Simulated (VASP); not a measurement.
O: single point with PBE

O:

```
O
1.0
     0.00000    2.10755    3.34485
     1.47835    0.00000    3.34485
     1.47835    2.10755    0.00000
O
2
Direct
  0.08710 0.08710 0.91290
  0.91290 0.91290 0.08710
```

- Program: VASP 6.6.1
- Task: single point
- Functional: PBE
- Potentials or basis: VASP PAW PBE potentials, release 64 (O)
- Cutoff: 600 eV
- k mesh: 2 × 2 × 2, shifted
- Occupations: gaussian, width 0.1 eV
- Spin: no spin polarisation
- Dipole correction: no
- Further INCAR settings: ALGO = Normal; EDIFF = 1e-06; NBANDS = 13

| Property | Result |
| --- | --- |
| Pressure | 13.2 GPa |
| Largest force | 5.212 eV/Å |
| Band gap on the k mesh | zero (bands 6 and 7 overlap by 0.93 eV) |

Forces on the atoms (eV/Å):
```
O    0.000  0.000  5.212
O    0.000  0.000 -5.212
```

Stress tensor (GPa, compression positive):
```
  0.89   0.00   0.00
  0.00 -20.17   0.00
  0.00   0.00  58.97
```

Levels at points of the mesh, in eV from the Fermi level:
| k point | band 3 | band 4 | band 5 | band 6 | band 7 | band 8 | band 9 | band 10 |
| --- | --- | --- | --- | --- | --- | --- | --- | --- |
| (0.25, 0.25, 0.00) | -8.80 | -7.13 | -6.80 | 0.46 | 0.71 | 8.45 | 10.62 | 13.94 |

Wall time 1.7 s on 1 thread of AMD EPYC 9R45 96-Core Processor (Zen 5), on a shared host, peak memory 0.11 GiB.

Caveat: the k points lie up to 1.38 Å⁻¹ apart, too coarse for converged energies and pressures of a metal; the standard files for N, O and F lose accuracy on very short bonds; spin is off for a triplet molecule; this functional lacks dispersion, which holds the molecules together, so the pressure and a relaxed volume are unreliable; forces of over 1 eV/Å act on the atoms, so gaps and moduli don't describe the material at rest.
